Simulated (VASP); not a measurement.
# Ag (P6/mmm) in VASP: further runs

Runs on Ag. Level: r2SCAN. Tasks: single point.

Everything below comes from runs of VASP 6.6.1. Logs are shortened: lines on timing, memory, paths and dates and some standing lists are left out, and cuts for length are marked.

## (1) The cell of the first run

It takes space group P6/mmm (No. 191, hexagonal). Conventional cell: a = 4.738 Å, b = 4.738 Å, c = 2.835 Å, α = 90.00°, β = 90.00°, γ = 120.00°. Within 3.7 Å of Ag (site symmetry 6/mmm) lie 14 Ag at 2.83 to 3.08 Å. Within 3.6 Å of Ag (site symmetry -6m2) lie 11 Ag at 2.74 to 3.08 Å.

## (2) Single point, r2SCAN (volume scaled by 1.04)

Input file POSCAR:

```
Ag
1.0
    4.7375333523      0.0000000000      0.0000000000
   -2.3687666762      4.1028242344      0.0000000000
    0.0000000000      0.0000000000      2.8347942102
Ag
3
Direct
    0.0000000000      1.0000000000      0.0000000000
    0.3333333333      0.6666666667      0.5000000000
    0.6666666667      0.3333333333      0.5000000000
```

Input file INCAR.step1:

```
SYSTEM = Ag
  PREC = Accurate
  ENCUT = 520
  ISMEAR = -1
  SIGMA = 0.1
  LREAL = .FALSE.
  LASPH = .TRUE.
  NELM = 60
  NBANDS = 24
  GGA = PE
  ALGO = Normal
  EDIFF = 1E-4
  LWAVE = .TRUE.
  LCHARG = .FALSE.
```

Input file INCAR.step2:

```
SYSTEM = Ag
  PREC = Accurate
  ENCUT = 520
  EDIFF = 1E-6
  ISMEAR = -1
  SIGMA = 0.1
  LREAL = .FALSE.
  LASPH = .TRUE.
  NELM = 60
  ALGO = Normal
  ISIF = 2
  LWAVE = .FALSE.
  LCHARG = .FALSE.
  METAGGA = R2SCAN
  LMIXTAU = .TRUE.
  NBANDS = 24
  ISTART = 1
```

Input file KPOINTS:

```
regular mesh
0
G
  9 9 13
  0 0 0
```

Potentials or basis: VASP PAW PBE potentials, release 64 (Ag).

Run with:

```bash
> cat potpaw_PBE.64/Ag/POTCAR > POTCAR
> cp INCAR.step1 INCAR
> mpirun -np 1 vasp_std > vasp.out
> cp INCAR.step2 INCAR
> mpirun -np 1 vasp_std > vasp.out
```

OUTCAR:

```text
SYSTEM = Ag
   PREC = Accurate
   ENCUT = 520
   EDIFF = 1E-6
   ISMEAR = -1
   LREAL = .FALSE.
   LASPH = .TRUE.
   NELM = 60
   ISIF = 2
   METAGGA = R2SCAN
   ISTART = 1

 ion  position               nearest neighbor table
   1  0.000  0.000  0.000-   2 3.08   3 3.08   2 3.08   3 3.08   3 3.08   3 3.08   2 3.08   2 3.08
                             3 3.08   3 3.08   2 3.08   2 3.08
   2  0.333  0.667  0.500-   3 2.74   3 2.74   3 2.74   1 3.08   1 3.08   1 3.08   1 3.08   1 3.08
                             1 3.08
   3  0.667  0.333  0.500-   2 2.74   2 2.74   2 2.74   1 3.08   1 3.08   1 3.08   1 3.08   1 3.08
                             1 3.08

  LATTYP: Found a hexagonal cell.
 ALAT       =     4.7375333523
 C/A-ratio  =     0.5983692355

  Lattice vectors:

 A1 = (   4.7375333523,   0.0000000000,   0.0000000000)
 A2 = (  -2.3687666762,   4.1028242344,   0.0000000000)
 A3 = (   0.0000000000,   0.0000000000,   2.8347942102)

Analysis of symmetry for initial positions (statically):
=====================================================================
 Subroutine PRICEL returns:
 Original cell was already a primitive cell.

 Routine SETGRP: Setting up the symmetry group for a
 hexagonal supercell.

 Subroutine GETGRP returns: Found 24 space group operations
 (whereof 24 operations were pure point group operations)
 out of a pool of 24 trial point group operations.

The static configuration has the point symmetry D_6h.

Analysis of symmetry for dynamics (positions and initial velocities):
=====================================================================
 Subroutine PRICEL returns:
 Original cell was already a primitive cell.

 Routine SETGRP: Setting up the symmetry group for a
 hexagonal supercell.

 Subroutine GETGRP returns: Found 24 space group operations
 (whereof 24 operations were pure point group operations)
 out of a pool of 24 trial point group operations.

The dynamic configuration has the point symmetry D_6h.

 Subroutine INISYM returns: Found 24 space group operations
 (whereof 24 operations are pure point group operations),
 and found     1 'primitive' translations

----------------------------------------------------------------------------------------

                                     Primitive cell

  volume of cell :      55.1007

  direct lattice vectors                    reciprocal lattice vectors
     4.737533352  0.000000000  0.000000000     0.211080308  0.121867273  0.000000000
    -2.368766676  4.102824234  0.000000000     0.000000000  0.243734545  0.000000000
     0.000000000  0.000000000  2.834794210     0.000000000  0.000000000  0.352759293

  length of vectors
     4.737533352  4.737533352  2.834794210     0.243734545  0.243734545  0.352759293

  position of ions in fractional coordinates (direct lattice)
     0.000000000  0.000000000  0.000000000
     0.333333333  0.666666667  0.500000000
     0.666666667  0.333333333  0.500000000

  ion indices of the primitive-cell ions
   primitive index   ion index
                 1           1
                 2           2
                 3           3

----------------------------------------------------------------------------------------

 KPOINTS: regular mesh

Automatic generation of k-mesh.
 Grid dimensions read from file:
 generate k-points for:    9    9   13

 Generating k-lattice:

  Cartesian coordinates                     Fractional coordinates (reciprocal lattice)
     0.023453368  0.013540808  0.000000000     0.111111111  0.000000000  0.000000000
     0.000000000  0.027081616  0.000000000     0.000000000  0.111111111  0.000000000
     0.000000000  0.000000000  0.027135330     0.000000000  0.000000000  0.076923077

  Length of vectors
     0.027081616  0.027081616  0.027135330

  Shift w.r.t. Gamma in fractional coordinates (k-lattice)
     0.000000000  0.000000000  0.000000000

 Subroutine IBZKPT returns following result:
 ===========================================

 Found     84 irreducible k-points:

 Following reciprocal coordinates:
            Coordinates               Weight
  0.000000  0.000000  0.000000      1.000000
  0.111111  0.000000  0.000000      6.000000
  0.222222 -0.000000  0.000000      6.000000
  0.333333  0.000000  0.000000      6.000000
  0.444444 -0.000000  0.000000      6.000000
  0.111111  0.111111  0.000000      6.000000
[... 16 lines left out ...]
  0.333333  0.222222  0.076923     24.000000
  0.333333  0.333333  0.076923      4.000000
 [... further k-points ...]
   k-points           NKPTS =     84   k-points in BZ     NKDIM =     84   number of bands    NBANDS=     24
   number of dos      NEDOS =    301   number of ions     NIONS =      3
   total plane-waves  NPLWV =  31104
   dimension x,y,z NGX =    36 NGY =   36 NGZ =   24
   dimension x,y,z NGXF=    72 NGYF=   72 NGZF=   48
   ions per type =               3
   NGX,Y,Z   is equivalent  to a cutoff of  12.63, 12.63, 14.07 a.u.
   NGXF,Y,Z  is equivalent  to a cutoff of  25.27, 25.27, 28.15 a.u.
 SYSTEM =  Ag
   PREC   = accura    normal or accurate (medium, high low for compatibility)
   ISTART =      1    job   : 0-new  1-cont  2-samecut
   ICHARG =      0    charge: 1-file 2-atom 10-const
   ISPIN  =      1    spin polarized calculation?
   LNONCOLLINEAR =      F non collinear calculations
   LSORBIT =      F    spin-orbit coupling
   LASPH  =      T    aspherical Exc in radial PAW
   ENCUT  =  520.0 eV  38.22 Ry    6.18 a.u.   8.81  8.81  5.27*2*pi/ulx,y,z
   NELM   =     60;   NELMIN=  2; NELMDL=  0     # of ELM steps
   EDIFF  = 0.1E-05   stopping-criterion for ELM
   LREAL  =      F    real-space projection
   EDIFFG = 0.1E-04   stopping-criterion for IOM
   NSW    =      0    number of steps for IOM
   IBRION =     -1    ionic relax: 0-MD 1-quasi-New 2-CG
   NFREE  =      0    steps in history (QN), initial steepest desc. (CG)
   ISIF   =      2    stress and relaxation
   ISYM   =      2    0-nonsym 1-usesym 2-fastsym
   POTIM  = 0.5000    time-step for ionic-motion
   TEBEG  =    0.0;   TEEND  =   0.0 temperature during run
   PSTRESS=    0.0 pullay stress
   NELECT =      33.0000    total number of electrons
   NUPDOWN=      -1.0000    fix difference up-down
   EMIN   =  10.00;   EMAX   =-10.00  energy-range for DOS
   EFERMI =   0.00;   METHOD = LEGACY
   ISMEAR =    -1;   SIGMA  =   0.10  broadening in eV -4-tet -1-fermi 0-gaus
   EFERMI_NEDOS =   21; number of points for ismear=-14 and -15
   IALGO  =     38    algorithm
   IMIX   =      4    mixing-type and parameters
     AMIX     =   0.40;   BMIX     =  1.00
     AMIX_MAG =   1.60;   BMIX_MAG =  1.00
  volume/ion in A,a.u.               =      18.37       123.95
  Fermi-wavevector in a.u.,A,eV,Ry     =   1.379941  2.607711 25.908725  1.904238
  Thomas-Fermi vector in A             =   2.504864
   LORBIT       =      0    0 simple, 1 ext, 2 COOP (PROOUT), +10 PAW based schemes
   METAGGA = R2SCAN    functional components
   LHFCALC =     F    Hartree Fock is set to
   AEXX    =    0.0000 exact exchange contribution
   IVDW    =     0    specifies the selected vdW correction
   LEPSILON=     F    determine dielectric tensor
   LRPA    =     F    only Hartree local field effects (RPA)
 non-spin polarized calculation
  energy-cutoff  :      520.00
  volume of cell :       55.10
 maximum number of plane-waves:      1504
 NGX is ok and might be reduce to    36
   NGX = 17   NGY = 17   NGZ = 11

 number of electron      32.9999993 magnetization

 Free energy of the ion-electron system (eV)
  ---------------------------------------------------
  ext. energy  EPLUGINS =         0.00000000
  ---------------------------------------------------
  free energy    TOTEN  =       -63.86732518 eV

  energy without entropy =      -63.84026570  energy(sigma->0) =      -63.85379544

 E-fermi :   7.4778     XC(G=0): -12.4467

 val. band max:        7.4679646744   @ k =   0.3333   0.1111   0.0769
 cond. band min:       7.4837725333   @ k =   0.2222   0.2222   0.4615
 fundamental gap:      0.0158078589
 Fermi energy:         7.4777580305

 k-point     1 :       0.0000    0.0000    0.0000
  band No.  band energies     occupation
      1       0.0410      2.00000
      2       1.1432      2.00000
      3       2.1422      2.00000
      4       2.2938      2.00000
      5       2.4009      2.00000
      6       2.4009      2.00000
[... 16 lines left out ...]
     23      19.8061      0.00000
     24      25.5051      0.00000

 k-point     2 :       0.1111    0.0000    0.0000
  band No.  band energies     occupation
      1       0.1720      2.00000
      2       1.1764      2.00000
      3       2.0425      2.00000
      4       2.1138      2.00000
      5       2.1880      2.00000
      6       2.2980      2.00000
[... 16 lines left out ...]
     23      20.0191      0.00000
     24      25.1116      0.00000

 k-point     3 :       0.2222   -0.0000    0.0000
  band No.  band energies     occupation
      1       0.5441      2.00000
      2       1.2641      2.00000
      3       1.6769      2.00000
      4       2.0100      2.00000
      5       2.0269      2.00000
      6       2.2405      2.00000
[... 16 lines left out ...]
     23      20.6375      0.00000
     24      23.8968      0.00000

 k-point     4 :       0.3333    0.0000    0.0000
  band No.  band energies     occupation
      1       1.0531      2.00000
      2       1.2960      2.00000
      3       1.5083      2.00000
      4       1.9053      2.00000
      5       1.9556      2.00000
      6       2.1658      2.00000
[... 16 lines left out ...]
     23      21.6093      0.00000
     24      22.3236      0.00000

 k-point     5 :       0.4444   -0.0000    0.0000
  band No.  band energies     occupation
      1       1.1109      2.00000
      2       1.5402      2.00000
      3       1.6384      2.00000
      4       1.8135      2.00000
      5       1.9402      2.00000
      6       2.1408      2.00000
[... 451 lines left out ...]
 k-point    22 :       0.2222    0.2222    0.0769
  band No.  band energies     occupation
      1       1.2037      2.00000
      2       1.4892      2.00000
      3       1.6176      2.00000
      4       1.6573      2.00000
      5       2.0041      2.00000
      6       2.2350      2.00000
[... 16 lines left out ...]
     23      20.2995      0.00000
     24      20.7138      0.00000

 k-point    23 :       0.3333    0.2222    0.0769
  band No.  band energies     occupation
      1       1.1402      2.00000
      2       1.5416      2.00000
      3       1.6641      2.00000
      4       1.8002      2.00000
      5       1.9223      2.00000
      6       2.1652      2.00000
[... 16 lines left out ...]
     23      21.5619      0.00000
     24      21.6880      0.00000

 k-point    24 :       0.3333    0.3333    0.0769
  band No.  band energies     occupation
      1       1.0996      2.00000
      2       1.5846      2.00000
      3       1.5846      2.00000
      4       1.8741      2.00000
      5       1.8741      2.00000
      6       2.1375      2.00000
[... 16 lines left out ...]
     23      22.3033      0.00000
     24      22.5341      0.00000

 [... further k-points ...]

------------------------ aborting loop because EDIFF is reached ----------------------------------------

  FORCE on cell =-STRESS in cart. coord.  units (eV):
  Direction    XX          YY          ZZ          XY          YZ          ZX
  --------------------------------------------------------------------------------------
  -------------------------------------------------------------------------------------
  Total       -1.1269571     -1.1269571     -1.1722429      0.0000000      0.0000000      0.0000000
  in kB      -32.7688531    -32.7688531    -34.0856404      0.0000000      0.0000000      0.0000000
  external PRESSURE =     -33.2077822 kB  Pullay stress =       0.0000000 kB

 VOLUME and BASIS-vectors are now :
 -----------------------------------------------------------------------------
  energy-cutoff  :      520.00
  volume of cell :       55.10
      direct lattice vectors                 reciprocal lattice vectors
     4.737533352  0.000000000  0.000000000     0.211080308  0.121867273  0.000000000
    -2.368766676  4.102824234  0.000000000     0.000000000  0.243734545  0.000000000
     0.000000000  0.000000000  2.834794210     0.000000000  0.000000000  0.352759293

 POSITION                                       TOTAL-FORCE (eV/Angst)
 -----------------------------------------------------------------------------------
      0.00000      0.00000      0.00000        -0.000000      0.000000     -0.000000
     -0.00000      2.73522      1.41740         0.000000      0.000000      0.000000
      2.36877      1.36761      1.41740        -0.000000      0.000000     -0.000000
 -----------------------------------------------------------------------------------
    total drift:                                0.000000      0.000000     -0.000000

  FREE ENERGIE OF THE ION-ELECTRON SYSTEM (eV)
  ---------------------------------------------------
  free  energy   TOTEN  =       -63.8673251838 eV

  energy  without entropy=      -63.8402657035  energy(sigma->0) =      -63.85379544
```

Run time: 2.4 min. Hardware: 1 thread of Intel Xeon 6975P-C (Granite Rapids), shared host; peak memory 0.23 GiB.

What came out:

| Property | Result |
| --- | --- |
| Free energy | -63.8673 eV |
| Pressure | -3.3 GPa |

Caveat: the PAW data sets were made with another functional, which shifts forces and pressure a little.

(Part 1 of 2 ends here.)
